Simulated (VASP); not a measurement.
# SiC (F-43m) in VASP: a series of runs

The runs below take SiC through single point, with r2SCAN, HSE06.

Program: VASP 6.6.1. These are calculated values, not measurements. Logs are shortened: lines on timing, memory, paths and dates and some standing lists are left out, and cuts for length are marked.

## (1) The cell of the first run

Symmetry: F-43m, No. 216, cubic system. The conventional cell has a = 4.356 Å, b = 4.356 Å, c = 4.356 Å, α = 90.00°, β = 90.00°, γ = 90.00°. Within 2.5 Å of Si (site symmetry -43m) lie 4 C at 1.89 Å. Within 2.5 Å of C (site symmetry -43m) lie 4 Si at 1.89 Å.

## (2) Single point, r2SCAN

File POSCAR:

```
SiC
1.0
    0.0000000000      2.1780497569      2.1780497569
    2.1780497569      0.0000000000      2.1780497569
    2.1780497569      2.1780497569      0.0000000000
Si C
1 1
Direct
    0.2500000000      0.2500000000      0.2500000000
    0.0000000000      0.0000000000      0.0000000000
```

File INCAR.step1:

```
SYSTEM = SiC
PREC = Accurate
ENCUT = 520
ISMEAR = 0
SIGMA = 0.01
LREAL = .FALSE.
LASPH = .TRUE.
NELM = 80
NBANDS = 11
GGA = PE
ALGO = Normal
EDIFF = 1E-4
LWAVE = .TRUE.
LCHARG = .FALSE.
```

File INCAR.step2:

```
SYSTEM = SiC
PREC = Accurate
ENCUT = 520
EDIFF = 1E-7
ISMEAR = 0
SIGMA = 0.01
LREAL = .FALSE.
LASPH = .TRUE.
NELM = 80
ALGO = Normal
ISIF = 2
LWAVE = .FALSE.
LCHARG = .FALSE.
METAGGA = R2SCAN
LMIXTAU = .TRUE.
NBANDS = 11
ISTART = 1
```

File KPOINTS:

```
Automatic mesh
0
G
  6 6 6
  0 0 0
```

Potentials or basis: VASP PAW PBE potentials, release 64 (Si, C).

Launch:

```sh
cat potpaw_PBE.64/Si/POTCAR potpaw_PBE.64/C/POTCAR > POTCAR
cp INCAR.step1 INCAR
mpirun -np 1 vasp_std > vasp.out
cp INCAR.step2 INCAR
mpirun -np 1 vasp_std > vasp.out
```

OUTCAR:

```text
SYSTEM = SiC
   PREC = Accurate
   ENCUT = 520
   EDIFF = 1E-7
   ISMEAR = 0
   LREAL = .FALSE.
   LASPH = .TRUE.
   NELM = 80
   ISIF = 2
   METAGGA = R2SCAN
   ISTART = 1

 ion  position               nearest neighbor table
   1  0.250  0.250  0.250-   2 1.89   2 1.89   2 1.89   2 1.89
   2  0.000  0.000  0.000-   1 1.89   1 1.89   1 1.89   1 1.89

  LATTYP: Found a face centered cubic cell.
 ALAT       =     4.3560995138

  Lattice vectors:

 A1 = (   0.0000000000,   2.1780497569,   2.1780497569)
 A2 = (   2.1780497569,   0.0000000000,   2.1780497569)
 A3 = (   2.1780497569,   2.1780497569,   0.0000000000)

Analysis of symmetry for initial positions (statically):
=====================================================================
 Subroutine PRICEL returns:
 Original cell was already a primitive cell.

 Routine SETGRP: Setting up the symmetry group for a
 face centered cubic supercell.

 Subroutine GETGRP returns: Found 24 space group operations
 (whereof 24 operations were pure point group operations)
 out of a pool of 48 trial point group operations.

The static configuration has the point symmetry T_d .

Analysis of symmetry for dynamics (positions and initial velocities):
=====================================================================
 Subroutine PRICEL returns:
 Original cell was already a primitive cell.

 Routine SETGRP: Setting up the symmetry group for a
 face centered cubic supercell.

 Subroutine GETGRP returns: Found 24 space group operations
 (whereof 24 operations were pure point group operations)
 out of a pool of 48 trial point group operations.

The dynamic configuration has the point symmetry T_d .

 Subroutine INISYM returns: Found 24 space group operations
 (whereof 24 operations are pure point group operations),
 and found     1 'primitive' translations

----------------------------------------------------------------------------------------

                                     Primitive cell

  volume of cell :      20.6649

  direct lattice vectors                    reciprocal lattice vectors
     0.000000000  2.178049757  2.178049757    -0.229563167  0.229563167  0.229563167
     2.178049757  0.000000000  2.178049757     0.229563167 -0.229563167  0.229563167
     2.178049757  2.178049757  0.000000000     0.229563167  0.229563167 -0.229563167

  length of vectors
     3.080227506  3.080227506  3.080227506     0.397615069  0.397615069  0.397615069

  position of ions in fractional coordinates (direct lattice)
     0.250000000  0.250000000  0.250000000
     0.000000000  0.000000000  0.000000000

  ion indices of the primitive-cell ions
   primitive index   ion index
                 1           1
                 2           2

----------------------------------------------------------------------------------------

 KPOINTS: Automatic mesh

Automatic generation of k-mesh.
 Grid dimensions read from file:
 generate k-points for:    6    6    6

 Generating k-lattice:

  Cartesian coordinates                     Fractional coordinates (reciprocal lattice)
    -0.038260528  0.038260528  0.038260528     0.166666667  0.000000000  0.000000000
     0.038260528 -0.038260528  0.038260528     0.000000000  0.166666667  0.000000000
     0.038260528  0.038260528 -0.038260528     0.000000000  0.000000000  0.166666667

  Length of vectors
     0.066269178  0.066269178  0.066269178

  Shift w.r.t. Gamma in fractional coordinates (k-lattice)
     0.000000000  0.000000000  0.000000000

 Subroutine IBZKPT returns following result:
 ===========================================

 Found     16 irreducible k-points:

 Following reciprocal coordinates:
            Coordinates               Weight
  0.000000  0.000000  0.000000      1.000000
  0.166667  0.000000  0.000000      8.000000
  0.333333  0.000000  0.000000      8.000000
  0.500000  0.000000  0.000000      4.000000
  0.166667  0.166667  0.000000      6.000000
  0.333333  0.166667  0.000000     24.000000
[... 8 lines left out ...]
 -0.333333  0.333333  0.166667     24.000000
 -0.333333  0.500000  0.166667     12.000000
   k-points           NKPTS =     16   k-points in BZ     NKDIM =     16   number of bands    NBANDS=     11
   number of dos      NEDOS =    301   number of ions     NIONS =      2
   total plane-waves  NPLWV =  13824
   dimension x,y,z NGX =    24 NGY =   24 NGZ =   24
   dimension x,y,z NGXF=    48 NGYF=   48 NGZF=   48
   ions per type =               1   1
   NGX,Y,Z   is equivalent  to a cutoff of  12.95, 12.95, 12.95 a.u.
   NGXF,Y,Z  is equivalent  to a cutoff of  25.91, 25.91, 25.91 a.u.
 SYSTEM =  SiC
   PREC   = accura    normal or accurate (medium, high low for compatibility)
   ISTART =      1    job   : 0-new  1-cont  2-samecut
   ICHARG =      0    charge: 1-file 2-atom 10-const
   ISPIN  =      1    spin polarized calculation?
   LNONCOLLINEAR =      F non collinear calculations
   LSORBIT =      F    spin-orbit coupling
   LASPH  =      T    aspherical Exc in radial PAW
   ENCUT  =  520.0 eV  38.22 Ry    6.18 a.u.   5.73  5.73  5.73*2*pi/ulx,y,z
   NELM   =     80;   NELMIN=  2; NELMDL=  0     # of ELM steps
   EDIFF  = 0.1E-06   stopping-criterion for ELM
   LREAL  =      F    real-space projection
   EDIFFG = 0.1E-05   stopping-criterion for IOM
   NSW    =      0    number of steps for IOM
   IBRION =     -1    ionic relax: 0-MD 1-quasi-New 2-CG
   NFREE  =      0    steps in history (QN), initial steepest desc. (CG)
   ISIF   =      2    stress and relaxation
   ISYM   =      2    0-nonsym 1-usesym 2-fastsym
   POTIM  = 0.5000    time-step for ionic-motion
   TEBEG  =    0.0;   TEEND  =   0.0 temperature during run
   PSTRESS=    0.0 pullay stress
   NELECT =       8.0000    total number of electrons
   NUPDOWN=      -1.0000    fix difference up-down
   EMIN   =  10.00;   EMAX   =-10.00  energy-range for DOS
   EFERMI =   0.00;   METHOD = LEGACY
   ISMEAR =     0;   SIGMA  =   0.01  broadening in eV -4-tet -1-fermi 0-gaus
   EFERMI_NEDOS =   21; number of points for ismear=-14 and -15
   IALGO  =     38    algorithm
   IMIX   =      4    mixing-type and parameters
     AMIX     =   0.40;   BMIX     =  1.00
     AMIX_MAG =   1.60;   BMIX_MAG =  1.00
  volume/ion in A,a.u.               =      10.33        69.73
  Fermi-wavevector in a.u.,A,eV,Ry     =   1.193146  2.254720 19.369228  1.423598
  Thomas-Fermi vector in A             =   2.329168
   LORBIT       =      0    0 simple, 1 ext, 2 COOP (PROOUT), +10 PAW based schemes
   METAGGA = R2SCAN    functional components
   LHFCALC =     F    Hartree Fock is set to
   AEXX    =    0.0000 exact exchange contribution
   IVDW    =     0    specifies the selected vdW correction
   LEPSILON=     F    determine dielectric tensor
   LRPA    =     F    only Hartree local field effects (RPA)
 non-spin polarized calculation
 Gauss-broadening in eV      SIGMA  =   0.01
  energy-cutoff  :      520.00
  volume of cell :       20.66
 maximum number of plane-waves:       568
   NGX = 11   NGY = 11   NGZ = 11

 number of electron       8.0000001 magnetization

 Free energy of the ion-electron system (eV)
  ---------------------------------------------------
  ext. energy  EPLUGINS =         0.00000000
  ---------------------------------------------------
  free energy    TOTEN  =       -19.31733818 eV

  energy without entropy =      -19.31733818  energy(sigma->0) =      -19.31733818

 E-fermi :   8.1168     XC(G=0): -11.9382

 val. band max:        8.0031892697   @ k =   0.0000   0.0000   0.0000
 cond. band min:       9.7225095835   @ k =   0.5000   0.5000   0.0000
 fundamental gap:      1.7193203138
 Fermi energy:         8.1167835993

 k-point     1 :       0.0000    0.0000    0.0000
  band No.  band energies     occupation
      1      -8.1889      2.00000
      2       8.0032      2.00000
      3       8.0032      2.00000
      4       8.0032      2.00000
      5      14.8529      0.00000
      6      15.8568      0.00000
      7      15.8568      0.00000
      8      15.8568      0.00000
      9      23.2142      0.00000
     10      23.2142      0.00000
     11      25.7815      0.00000

 k-point     2 :       0.1667    0.0000    0.0000
  band No.  band energies     occupation
      1      -7.6300      2.00000
      2       5.5330      2.00000
      3       7.6574      2.00000
      4       7.6574      2.00000
      5      14.9317      0.00000
      6      16.4081      0.00000
      7      16.4081      0.00000
      8      17.0783      0.00000
      9      21.6843      0.00000
     10      21.6843      0.00000
     11      24.7337      0.00000

 k-point     3 :       0.3333    0.0000    0.0000
  band No.  band energies     occupation
      1      -6.0581      2.00000
      2       1.5752      2.00000
      3       7.1162      2.00000
      4       7.1162      2.00000
      5      14.2628      0.00000
      6      16.2003      0.00000
      7      16.2003      0.00000
      8      18.8091      0.00000
      9      23.1272      0.00000
     10      23.1272      0.00000
     11      24.3550      0.00000

 k-point     4 :       0.5000    0.0000    0.0000
  band No.  band energies     occupation
      1      -4.5584      2.00000
      2      -0.8254      2.00000
      3       6.8956      2.00000
      4       6.8956      2.00000
      5      14.0048      0.00000
      6      15.7547      0.00000
      7      15.7547      0.00000
      8      18.9610      0.00000
      9      25.4294      0.00000
     10      26.3776      0.00000
     11      26.3776      0.00000
[... 127 lines left out ...]
 k-point    14 :       0.5000    0.3333    0.1667
  band No.  band energies     occupation
      1      -4.7440      2.00000
      2       1.7874      2.00000
      3       3.7578      2.00000
      4       5.4951      2.00000
      5      13.4068      0.00000
      6      16.3863      0.00000
      7      17.2437      0.00000
      8      20.5629      0.00000
      9      22.3006      0.00000
     10      25.8528      0.00000
     11      29.8145      0.00000

 k-point    15 :      -0.3333    0.3333    0.1667
  band No.  band energies     occupation
      1      -3.4613      2.00000
      2       0.3833      2.00000
      3       3.1150      2.00000
      4       4.7741      2.00000
      5      13.6444      0.00000
      6      16.5164      0.00000
      7      19.1397      0.00000
      8      20.0972      0.00000
      9      21.8568      0.00000
     10      25.5477      0.00000
     11      30.4906      0.00000

 k-point    16 :      -0.3333    0.5000    0.1667
  band No.  band energies     occupation
      1      -2.9334      2.00000
      2       0.4799      2.00000
      3       3.3195      2.00000
      4       3.4893      2.00000
      5      12.4447      0.00000
      6      15.7002      0.00000
      7      19.6405      0.00000
      8      21.1329      0.00000
      9      23.3045      0.00000
     10      26.8650      0.00000
     11      30.3698      0.00000

------------------------ aborting loop because EDIFF is reached ----------------------------------------

  FORCE on cell =-STRESS in cart. coord.  units (eV):
  Direction    XX          YY          ZZ          XY          YZ          ZX
  --------------------------------------------------------------------------------------
  -------------------------------------------------------------------------------------
  Total       -0.0155680     -0.0155680     -0.0155680      0.0000000      0.0000000      0.0000000
  in kB       -1.2070049     -1.2070049     -1.2070049      0.0000000      0.0000000      0.0000000
  external PRESSURE =      -1.2070049 kB  Pullay stress =       0.0000000 kB

 VOLUME and BASIS-vectors are now :
 -----------------------------------------------------------------------------
  energy-cutoff  :      520.00
  volume of cell :       20.66
      direct lattice vectors                 reciprocal lattice vectors
     0.000000000  2.178049757  2.178049757    -0.229563167  0.229563167  0.229563167
     2.178049757  0.000000000  2.178049757     0.229563167 -0.229563167  0.229563167
     2.178049757  2.178049757  0.000000000     0.229563167  0.229563167 -0.229563167

 POSITION                                       TOTAL-FORCE (eV/Angst)
 -----------------------------------------------------------------------------------
      1.08902      1.08902      1.08902         0.000000     -0.000000     -0.000000
      0.00000      0.00000      0.00000        -0.000000      0.000000      0.000000
 -----------------------------------------------------------------------------------
    total drift:                                0.000001      0.000001      0.000001

  FREE ENERGIE OF THE ION-ELECTRON SYSTEM (eV)
  ---------------------------------------------------
  free  energy   TOTEN  =       -19.3173381776 eV

  energy  without entropy=      -19.3173381776  energy(sigma->0) =      -19.31733818
```

Run time: 29 s. Hardware: 1 thread of AMD EPYC 7R43 (Zen 3), shared host; peak memory 0.1 GiB.

What came out:

* Free energy: -19.3173 eV
* Pressure: -0.1 GPa
* Band gap on the k mesh: 1.72 eV (least direct gap 5.06 eV)

Caveat: the PAW data sets were made with another functional, which shifts forces and pressure a little. A k mesh can miss the band edges.

## (3) Single point, HSE06

POSCAR is that of step 2.

File INCAR.step1:

```
SYSTEM = SiC
PREC = Accurate
ENCUT = 520
EDIFF = 1E-5
ISMEAR = 0
SIGMA = 0.01
LREAL = .FALSE.
LASPH = .TRUE.
NELM = 60
ALGO = Normal
ISIF = 2
LWAVE = .TRUE.
GGA = PE
NBANDS = 11
```

File INCAR.step2:

```
SYSTEM = SiC
PREC = Accurate
ENCUT = 520
EDIFF = 1E-6
ISMEAR = 0
SIGMA = 0.01
LREAL = .FALSE.
LASPH = .TRUE.
NELM = 60
ALGO = Normal
ISIF = 2
LWAVE = .FALSE.
LCHARG = .TRUE.
GGA = PE
LHFCALC = .TRUE.
HFSCREEN = 0.2079
PRECFOCK = Normal
LELF = .TRUE.
LVHAR = .TRUE.
ISTART = 1
NBANDS = 11
```

File KPOINTS:

```
regular mesh
0
G
  6 6 6
  0 0 0
```

Potentials or basis: VASP PAW PBE potentials, release 64 (Si, C).

Launch:

```sh
cat potpaw_PBE.64/Si/POTCAR potpaw_PBE.64/C/POTCAR > POTCAR
cp INCAR.step1 INCAR
mpirun -np 1 vasp_std > vasp.out
cp INCAR.step2 INCAR
mpirun -np 1 vasp_std > vasp.out
```

Wall time 6.7 min (1 thread of AMD EPYC 7R43 (Zen 3), shared host); peak memory 0.21 GiB.

Results (log left out):

* Free energy: -17.4153 eV
* Pressure: -1.5 GPa
* Band gap on the k mesh: 2.23 eV (least direct gap 5.73 eV)

Levels at points of the mesh, in eV from the valence-band top:
```tsv
k point	band 1	band 2	band 3	band 4	band 5	band 6	band 7	band 8	band 9
(0.00, 0.00, 0.00)	-17.00	0.00	0.00	0.00	7.55	8.59	8.59	8.59	16.09
(0.50, 0.00, 0.00)	-13.14	-9.36	-1.16	-1.16	6.65	8.48	8.48	11.56	17.91
(0.50, 0.50, 0.00)	-11.58	-8.54	-3.50	-3.50	2.23	5.38	15.95	15.95	16.76
```

Caveat: the PAW data sets were made with another functional, which shifts forces and pressure a little.
